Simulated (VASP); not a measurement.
A run of VASP 6.6.1:

File POSCAR:

```
Nb
1.0
    0.0000000000      2.1884069962      2.1884069962
    2.1884069962      0.0000000000      2.1884069962
    2.1884069962      2.1884069962      0.0000000000
Nb
1
Direct
    0.0000000000      0.0000000000      0.0000000000
```

File INCAR.step1:

```
SYSTEM = Nb
  PREC = Accurate
  ENCUT = 520
  ISMEAR = -1
  SIGMA = 0.1
  LREAL = .FALSE.
  LASPH = .TRUE.
  NELM = 60
  NBANDS = 12
  GGA = PE
  ALGO = Normal
  EDIFF = 1E-4
  LWAVE = .TRUE.
  LCHARG = .FALSE.
```

File INCAR.step2:

```
SYSTEM = Nb
  PREC = Accurate
  ENCUT = 520
  EDIFF = 1E-7
  ISMEAR = -1
  SIGMA = 0.1
  LREAL = .FALSE.
  LASPH = .TRUE.
  NELM = 60
  ALGO = Normal
  ISIF = 2
  LWAVE = .FALSE.
  LCHARG = .TRUE.
  METAGGA = R2SCAN
  LMIXTAU = .TRUE.
  LELF = .TRUE.
  LVHAR = .TRUE.
  NBANDS = 12
  ISTART = 1
```

Contents of KPOINTS:

```
regular mesh
0
G
  14 14 14
  0 0 0
```

Potentials or basis: VASP PAW PBE potentials, release 64 (Nb_sv).

The run is started by

```console
$ cat potpaw_PBE.64/Nb_sv/POTCAR > POTCAR
$ cp INCAR.step1 INCAR
$ mpirun -np 1 vasp_std > vasp.out
$ cp INCAR.step2 INCAR
$ mpirun -np 1 vasp_std > vasp.out
```

Hardware: 1 thread of Intel Xeon 8259CL, with other jobs on the host.

Question: Estimate the wall time of this run.

Answer: Run time: 2 min on 1 thread of Intel Xeon 8259CL, on a shared host, peak memory 0.16 GiB. Counts: k points 104.
